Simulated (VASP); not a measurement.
Set up this calculation in VASP 6.6.1, as the native input.

```yaml
Task: single point
Functional: PBEsol
Potentials_or_basis: VASP PAW PBE potentials, release 64 (Li_sv, Au, O)
Cutoff: 520 eV
k_mesh: 10 × 10 × 8
Occupations: fermi-dirac, width 0.15 eV
Spin: no spin polarisation
Dipole_correction: no
Further_INCAR_settings: ALGO = Normal; EDIFF = 1e-06; NBANDS = 28
```

The structure of LiAuO4 lies in POSCAR:

```
LiAuO4
1.0
    3.4341817514      0.0000000000      0.0000000000
    0.0000000000      3.4341817514      0.0000000000
    0.0000000000      0.0000000000      4.9590997998
Li Au O
1 1 4
Direct
    0.5000000000      0.5000000000      0.5000000000
    0.0000000000      0.0000000000      0.0000000000
    0.0000000000      0.5000000000      0.2416088615
    0.5000000000      0.0000000000      0.7583911385
    0.0000000000      0.5000000000      0.7583911385
    0.5000000000      0.0000000000      0.2416088615
```

One way to write it, as run:

INCAR

```
SYSTEM = LiAuO4
  PREC = Accurate
  ENCUT = 520
  EDIFF = 1E-6
  ISMEAR = -1
  SIGMA = 0.15
  LREAL = .FALSE.
  LASPH = .TRUE.
  NELM = 80
  ALGO = Normal
  ISIF = 2
  LWAVE = .FALSE.
  LCHARG = .FALSE.
  GGA = PS
  NBANDS = 28
```

KPOINTS

```
Automatic mesh
0
G
  10 10 8
  0 0 0
```

Potentials or basis: VASP PAW PBE potentials, release 64 (Li_sv, Au, O).

The run is started by

```sh
$ cat potpaw_PBE.64/Li_sv/POTCAR potpaw_PBE.64/Au/POTCAR potpaw_PBE.64/O/POTCAR > POTCAR
$ mpirun -np 1 vasp_std > vasp.out
```

It gave:

| Property | Result |
| --- | --- |
| Largest force | 0.057 eV/Å |
| Band gap on the k mesh | zero (band 19 reaches 4.61 eV, above the bottom of band 20 at 3.67 eV) |

Caveat: the PAW data sets were made with another functional, which shifts forces and pressure a little; spin-orbit coupling is left out, which moves the levels of the heavy elements.

Wall time 6.1 min on 1 thread of Oxide Virtual Turin-like Processor, on a shared host, peak memory 0.24 GiB.
